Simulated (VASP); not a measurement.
# Lu (P6/mmm) in VASP: notebook, part 2 of 2

VASP 6.6.1.

## (3) Single point, PBE

This run uses another cell than the first one, of 29.08 Å³/atom.

INCAR reads:

```
  PREC = Accurate
  ENCUT = 520
  EDIFF = 1E-6
  ISMEAR = -1
  SIGMA = 0.1
  LREAL = False
  LASPH = True
  NELM = 80
  ALGO = Normal
  ISIF = 2
  LWAVE = False
  LCHARG = False
  GGA = PE
  NBANDS = 44
```

KPOINTS reads:

```
regular mesh
0
Gamma
  9 9 12
```

POSCAR reads:

```
Lu
1.0
    5.4349121248      0.0000000000      0.0000000000
   -2.7174560624      4.7067719674      0.0000000000
    0.0000000000      0.0000000000      3.4104725783
Lu
3
Direct
    1.0000000000      1.0000000000      0.0000000000
    0.3333333333      0.6666666667      0.5000000000
    0.6666666667      0.3333333333      0.5000000000
```

Potentials or basis: VASP PAW PBE potentials, release 64 (Lu).

Command:

```bash
$ cat potpaw_PBE.64/Lu/POTCAR > POTCAR
$ mpirun -np 1 vasp_std > vasp.out
```

OUTCAR:

```text
PREC = Accurate
   ENCUT = 520
   EDIFF = 1E-6
   ISMEAR = -1
   LREAL = False
   LASPH = True
   NELM = 80
   ISIF = 2
   GGA = PE

 ion  position               nearest neighbor table
   1  0.000  0.000  0.000-   2 3.57   3 3.57   2 3.57   3 3.57   2 3.57   2 3.57   3 3.57   3 3.57
                             3 3.57   3 3.57   2 3.57   2 3.57
   2  0.333  0.667  0.500-   3 3.14   3 3.14   3 3.14   1 3.57   1 3.57   1 3.57   1 3.57   1 3.57
                             1 3.57
   3  0.667  0.333  0.500-   2 3.14   2 3.14   2 3.14   1 3.57   1 3.57   1 3.57   1 3.57   1 3.57
                             1 3.57

  LATTYP: Found a hexagonal cell.
 ALAT       =     5.4349121248
 C/A-ratio  =     0.6275120002

  Lattice vectors:

 A1 = (   5.4349121248,   0.0000000000,   0.0000000000)
 A2 = (  -2.7174560624,   4.7067719674,   0.0000000000)
 A3 = (   0.0000000000,   0.0000000000,   3.4104725783)

Analysis of symmetry for initial positions (statically):
=====================================================================
 Subroutine PRICEL returns:
 Original cell was already a primitive cell.

 Routine SETGRP: Setting up the symmetry group for a
 hexagonal supercell.

 Subroutine GETGRP returns: Found 24 space group operations
 (whereof 24 operations were pure point group operations)
 out of a pool of 24 trial point group operations.

The static configuration has the point symmetry D_6h.

Analysis of symmetry for dynamics (positions and initial velocities):
=====================================================================
 Subroutine PRICEL returns:
 Original cell was already a primitive cell.

 Routine SETGRP: Setting up the symmetry group for a
 hexagonal supercell.

 Subroutine GETGRP returns: Found 24 space group operations
 (whereof 24 operations were pure point group operations)
 out of a pool of 24 trial point group operations.

The dynamic configuration has the point symmetry D_6h.

 Subroutine INISYM returns: Found 24 space group operations
 (whereof 24 operations are pure point group operations),
 and found     1 'primitive' translations

----------------------------------------------------------------------------------------

                                     Primitive cell

  volume of cell :      87.2429

  direct lattice vectors                    reciprocal lattice vectors
     5.434912125  0.000000000  0.000000000     0.183995615  0.106229918  0.000000000
    -2.717456062  4.706771967  0.000000000     0.000000000  0.212459836  0.000000000
     0.000000000  0.000000000  3.410472578     0.000000000  0.000000000  0.293214497

  length of vectors
     5.434912125  5.434912125  3.410472578     0.212459836  0.212459836  0.293214497

  position of ions in fractional coordinates (direct lattice)
     0.000000000  0.000000000  0.000000000
     0.333333333  0.666666667  0.500000000
     0.666666667  0.333333333  0.500000000

  ion indices of the primitive-cell ions
   primitive index   ion index
                 1           1
                 2           2
                 3           3

----------------------------------------------------------------------------------------

 KPOINTS: regular mesh

Automatic generation of k-mesh.
 Grid dimensions read from file:
 generate k-points for:    9    9   12

 Generating k-lattice:

  Cartesian coordinates                     Fractional coordinates (reciprocal lattice)
     0.020443957  0.011803324  0.000000000     0.111111111 -0.000000000  0.000000000
     0.000000000  0.023606648  0.000000000     0.000000000  0.111111111  0.000000000
     0.000000000  0.000000000  0.024434541     0.000000000  0.000000000  0.083333333

  Length of vectors
     0.023606648  0.023606648  0.024434541

  Shift w.r.t. Gamma in fractional coordinates (k-lattice)
     0.000000000  0.000000000  0.000000000

 Subroutine IBZKPT returns following result:
 ===========================================

 Found     84 irreducible k-points:

 Following reciprocal coordinates:
            Coordinates               Weight
  0.000000  0.000000  0.000000      1.000000
  0.111111  0.000000  0.000000      6.000000
  0.222222  0.000000  0.000000      6.000000
  0.333333  0.000000  0.000000      6.000000
  0.444444  0.000000  0.000000      6.000000
  0.111111  0.111111  0.000000      6.000000
[... 16 lines left out ...]
  0.333333  0.222222  0.083333     24.000000
  0.333333  0.333333  0.083333      4.000000
 [... further k-points ...]
   k-points           NKPTS =     84   k-points in BZ     NKDIM =     84   number of bands    NBANDS=     44
   number of dos      NEDOS =    301   number of ions     NIONS =      3
   total plane-waves  NPLWV =  44800
   dimension x,y,z NGX =    40 NGY =   40 NGZ =   28
   dimension x,y,z NGXF=    80 NGYF=   80 NGZF=   56
   ions per type =               3
   NGX,Y,Z   is equivalent  to a cutoff of  12.24, 12.24, 13.65 a.u.
   NGXF,Y,Z  is equivalent  to a cutoff of  24.47, 24.47, 27.30 a.u.
 SYSTEM =  unknown system
   PREC   = accura    normal or accurate (medium, high low for compatibility)
   ISTART =      0    job   : 0-new  1-cont  2-samecut
   ICHARG =      2    charge: 1-file 2-atom 10-const
   ISPIN  =      1    spin polarized calculation?
   LNONCOLLINEAR =      F non collinear calculations
   LSORBIT =      F    spin-orbit coupling
   LASPH  =      T    aspherical Exc in radial PAW
   ENCUT  =  520.0 eV  38.22 Ry    6.18 a.u.  10.11 10.11  6.34*2*pi/ulx,y,z
   NELM   =     80;   NELMIN=  2; NELMDL= -5     # of ELM steps
   EDIFF  = 0.1E-05   stopping-criterion for ELM
   LREAL  =      F    real-space projection
   EDIFFG = 0.1E-04   stopping-criterion for IOM
   NSW    =      0    number of steps for IOM
   IBRION =     -1    ionic relax: 0-MD 1-quasi-New 2-CG
   NFREE  =      0    steps in history (QN), initial steepest desc. (CG)
   ISIF   =      2    stress and relaxation
   ISYM   =      2    0-nonsym 1-usesym 2-fastsym
   POTIM  = 0.5000    time-step for ionic-motion
   TEBEG  =    0.0;   TEEND  =   0.0 temperature during run
   PSTRESS=    0.0 pullay stress
   NELECT =      75.0000    total number of electrons
   NUPDOWN=      -1.0000    fix difference up-down
   EMIN   =  10.00;   EMAX   =-10.00  energy-range for DOS
   EFERMI =   0.00;   METHOD = LEGACY
   ISMEAR =    -1;   SIGMA  =   0.10  broadening in eV -4-tet -1-fermi 0-gaus
   EFERMI_NEDOS =   21; number of points for ismear=-14 and -15
   IALGO  =     38    algorithm
   IMIX   =      4    mixing-type and parameters
     AMIX     =   0.40;   BMIX     =  1.00
     AMIX_MAG =   1.60;   BMIX_MAG =  1.00
  volume/ion in A,a.u.               =      29.08       196.25
  Fermi-wavevector in a.u.,A,eV,Ry     =   1.556629  2.941603 32.968201  2.423094
  Thomas-Fermi vector in A             =   2.660397
   LORBIT       =      0    0 simple, 1 ext, 2 COOP (PROOUT), +10 PAW based schemes
   GGA     = PE    functional components
   LHFCALC =     F    Hartree Fock is set to
   AEXX    =    0.0000 exact exchange contribution
   IVDW    =     0    specifies the selected vdW correction
   LEPSILON=     F    determine dielectric tensor
   LRPA    =     F    only Hartree local field effects (RPA)
 non-spin polarized calculation
  energy-cutoff  :      520.00
  volume of cell :       87.24
 maximum number of plane-waves:      2391
   NGX = 21   NGY = 21   NGZ = 13

 number of electron      75.0000017 magnetization

 Free energy of the ion-electron system (eV)
  ---------------------------------------------------
  ext. energy  EPLUGINS =         0.00000000
  ---------------------------------------------------
  free energy    TOTEN  =       -13.37561759 eV

  energy without entropy =      -13.21047687  energy(sigma->0) =      -13.29304723

 E-fermi :   2.1775     XC(G=0): -10.6691

 val. band max:        2.1739831911   @ k =   0.4444   0.1111   0.4167
 cond. band min:       2.1933620711   @ k =   0.2222   0.1111   0.2500
 fundamental gap:      0.0193788800
 Fermi energy:         2.1775491374

 k-point     1 :       0.0000    0.0000    0.0000
  band No.  band energies     occupation
      1     -54.0564      2.00000
      2     -54.0034      2.00000
      3     -53.9196      2.00000
      4     -24.9300      2.00000
      5     -24.9300      2.00000
      6     -24.6860      2.00000
[... 36 lines left out ...]
     43       5.1498      0.00000
     44       5.6335      0.00000
[... 1040 lines left out ...]
      4     -24.9836      2.00000
      5     -24.7888      2.00000
      6     -24.7888      2.00000
[... 36 lines left out ...]
     43       5.0142      0.00000
     44       5.0151      0.00000

 [... further k-points ...]

------------------------ aborting loop because EDIFF is reached ----------------------------------------

  FORCE on cell =-STRESS in cart. coord.  units (eV):
  Direction    XX          YY          ZZ          XY          YZ          ZX
  --------------------------------------------------------------------------------------
  -------------------------------------------------------------------------------------
  Total        0.1064342      0.1064342      0.0855262      0.0000000      0.0000000     -0.0000000
  in kB        1.9546160      1.9546160      1.5706506      0.0000000      0.0000000     -0.0000000
  external PRESSURE =       1.8266275 kB  Pullay stress =       0.0000000 kB

 VOLUME and BASIS-vectors are now :
 -----------------------------------------------------------------------------
  energy-cutoff  :      520.00
  volume of cell :       87.24
      direct lattice vectors                 reciprocal lattice vectors
     5.434912125  0.000000000  0.000000000     0.183995615  0.106229918  0.000000000
    -2.717456062  4.706771967  0.000000000     0.000000000  0.212459836  0.000000000
     0.000000000  0.000000000  3.410472578     0.000000000  0.000000000  0.293214497

 POSITION                                       TOTAL-FORCE (eV/Angst)
 -----------------------------------------------------------------------------------
      0.00000      0.00000      0.00000        -0.000000      0.000000      0.000000
     -0.00000      3.13785      1.70524         0.000000     -0.000000      0.000000
      2.71746      1.56892      1.70524        -0.000000      0.000000      0.000000
 -----------------------------------------------------------------------------------
    total drift:                               -0.000000      0.000000      0.000000

  FREE ENERGIE OF THE ION-ELECTRON SYSTEM (eV)
  ---------------------------------------------------
  free  energy   TOTEN  =       -13.3756175930 eV

  energy  without entropy=      -13.2104768714  energy(sigma->0) =      -13.29304723
```

stdout:

```text
POSCAR found type information on POSCAR Lu
 POSCAR found :  1 types and       3 ions
 scaLAPACK will be used
 LDA part: xc-table for (Slater+PW92), standard interpolation
 POSCAR, INCAR and KPOINTS ok, starting setup
 FFT: planning ... GRIDC
 FFT: planning ... GRID_SOFT
 FFT: planning ... GRID
 WAVECAR not read
 entering main loop
```

It took 6.1 min on 1 thread of Intel Xeon Platinum 8259CL at 2.50GHz (Skylake/Cascade Lake), shared host; peak memory 0.38 GiB.

Results:

* Free energy: -13.3756 eV
* Pressure: 0.2 GPa
* Band gap on the k mesh: zero (an odd number of electrons rules out a gap without spin polarisation)

Levels at points of the mesh, in eV from the Fermi level:
```tsv
k point	band 35	band 36	band 37	band 38	band 39	band 40
(0.00, 0.00, 0.00)	-1.10	-0.01	-0.01	0.04	0.04	0.20
(0.00, 0.00, 0.50)	-1.74	-1.06	-1.06	-0.63	-0.63	2.03
```

Caveat: spin-orbit coupling is left out, which moves the levels of the heavy elements.

## (4) Single point, PBE

This run uses another cell than the first one, of 29.08 Å³/atom.

INCAR reads:

```
ALGO = Normal
EDIFF = 1E-6
ENCUT = 520
GGA = PE
ISIF = 2
ISMEAR = -1
LASPH = True
LCHARG = True
LELF = True
LREAL = False
LVHAR = True
LWAVE = False
NBANDS = 44
NELM = 60
PREC = Accurate
SIGMA = 0.1
```

KPOINTS reads:

```
k-points
0
Gamma
  7 7 9
```

POSCAR is that of step 3.

Command:

```bash
$ cat potpaw_PBE.64/Lu/POTCAR > POTCAR
$ mpirun -np 1 vasp_std > vasp.out
```

It took 2.1 min on 1 thread of Intel Xeon Platinum 8488C (Sapphire Rapids), shared host; peak memory 0.27 GiB.

It converged, with:

```
Free energy            : -13.3761 eV
Pressure               : 0.1 GPa
Band gap on the k mesh : zero (an odd number of electrons rules out a gap without spin polarisation)
```

Levels at points of the mesh, in eV from the Fermi level:
```
           k point  band 33  band 34  band 35  band 36  band 37  band 38  band 39  band 40  band 41  band 42
(0.00, 0.00, 0.00)    -4.81    -4.78    -1.10    -0.01    -0.01     0.04     0.04     0.20     2.11     2.97
```

Caveat: spin-orbit coupling is left out, which moves the levels of the heavy elements.

## (5) Single point, PBE (25.59 Å³/atom)

This run uses another cell than the first one, of 25.59 Å³/atom.

INCAR reads:

```
SYSTEM = Lu
PREC = Accurate
ENCUT = 520
EDIFF = 1E-6
ISMEAR = -1
SIGMA = 0.1
LREAL = .FALSE.
LASPH = .TRUE.
NELM = 100
ALGO = Normal
ISIF = 2
LWAVE = .FALSE.
LCHARG = .FALSE.
GGA = PE
NBANDS = 44
```

KPOINTS reads:

```
regular mesh
0
G
  8 8 10
  0 0 0
```

POSCAR reads:

```
Lu
1.0
    5.2081891752      0.0000000000      0.0000000000
   -2.6040945876      4.5104241335      0.0000000000
    0.0000000000      0.0000000000      3.2682012068
Lu
3
Direct
    1.0000000000      1.0000000000      0.0000000000
    0.3333333333      0.6666666667      0.5000000000
    0.6666666667      0.3333333333      0.5000000000
```

Command:

```bash
$ cat potpaw_PBE.64/Lu/POTCAR > POTCAR
$ mpirun -np 1 vasp_std > vasp.out
```

Run time: 2.6 min. Hardware: 1 thread of Intel Xeon Platinum 8488C (Sapphire Rapids), shared host; peak memory 0.29 GiB.

The run converged. Its results:

| Property | Result |
| --- | --- |
| Free energy | -13.1512 eV |
| Pressure | 7.7 GPa |
| Band gap on the k mesh | zero (an odd number of electrons rules out a gap without spin polarisation) |

Stress tensor (GPa, compression positive):
```
7.85 0.00 0.00
0.00 7.85 0.00
0.00 0.00 7.27
```

Levels at points of the mesh, in eV from the Fermi level:
```
           k point  band 36  band 37  band 38  band 39  band 40  band 41
(0.00, 0.00, 0.00)     0.10     0.10     0.16     0.16     0.31     2.32
(0.50, 0.00, 0.00)    -2.51     0.56     0.76     0.79     1.29     1.29
(0.00, 0.00, 0.50)    -1.39    -1.39    -0.82    -0.82     2.22     2.22
(0.50, 0.00, 0.50)    -1.01    -0.29    -0.11     0.06     0.89     1.74
```

Caveat: the cell stands under pressure; spin-orbit coupling is left out, which moves the levels of the heavy elements.

## (6) The runs side by side

| cell | k mesh | gap on the mesh (eV) | pressure (GPa) |
| --- | --- | --- | --- |
| a = 5.644, b = 5.644, c = 3.542 Å, angles 90.0, 90.0, 120.0°, 3 atoms | 8 × 8 × 10 | none | -4.0 |
| a = 5.435, b = 5.435, c = 3.410 Å, angles 90.0, 90.0, 120.0°, 3 atoms | 9 × 9 × 12 | none | 0.2 |
| a = 5.435, b = 5.435, c = 3.410 Å, angles 90.0, 90.0, 120.0°, 3 atoms | 7 × 7 × 9 | none | 0.1 |
| a = 5.208, b = 5.208, c = 3.268 Å, angles 90.0, 90.0, 120.0°, 3 atoms | 8 × 8 × 10 | none | 7.7 |

Alike in all rows: task single point; level PBE; potentials or basis VASP PAW PBE potentials, release 64 (Lu); no spin polarisation; cutoff (eV) 520; smearing fermi-dirac 0.1 eV.

Caveats: spin-orbit coupling is left out, which moves the levels of the heavy elements; the cell stands under tension (at least some runs); the cell stands under pressure (at least some runs).

Absolute energies hang on the potentials; compare differences alone.
